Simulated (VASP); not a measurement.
The system is CdS.

```xyz
2
Lattice="0.0000 2.9100 2.9100 2.9100 0.0000 2.9100 2.9100 2.9100 0.0000" Properties=species:S:1:pos:R:3 pbc="T T T"
Cd    0.0000    0.0000    0.0000
S     1.4550    1.4550    1.4550
```

| Quantity | Value |
| --- | --- |
| Program | VASP 6.6.1 |
| Task | relaxation of cell and atoms |
| Functional | PBE |
| Potentials or basis | VASP PAW PBE potentials, release 64 (Cd, S) |
| Cutoff | 600 eV |
| k mesh | 8 × 8 × 8 |
| Occupations | gaussian, width 0.02 eV |
| Spin | no spin polarisation |

At the start: pressure 3.6 GPa; volume 24.64 Å³/atom.

**Question.** How do energy, volume and symmetry change on relaxing?

**Answer.** Over 5 steps the energy falls by 16.2 meV/atom and the volume is 26.14 Å³/atom (+6.1 %); space group F-43m (No. 216, to 0.05 Å).

Step by step:
```tsv
step	energy change (eV)	largest force (eV/Å)	pressure (GPa)	volume (Å³)
1	0.0000	0.0000	3.64	49.28
2	-0.0287	0.0000	-1.04	53.38
3	-0.0323	0.0000	0.03	52.29
4	-0.0323	0.0000	-0.06	52.35
5	-0.0323	0.0000	-0.01	52.28
```

Final structure:
```cif
data_structure
_symmetry_space_group_name_H-M 'P 1'
_symmetry_Int_Tables_number 1
_cell_length_a 4.1972
_cell_length_b 4.1972
_cell_length_c 4.1972
_cell_angle_alpha 60.000
_cell_angle_beta 60.000
_cell_angle_gamma 60.000
_cell_volume 52.28
loop_
_atom_site_label
_atom_site_type_symbol
_atom_site_fract_x
_atom_site_fract_y
_atom_site_fract_z
_atom_site_occupancy
Cd1 Cd 0.00000 0.00000 0.00000 1
S1 S 0.25000 0.25000 0.25000 1
```
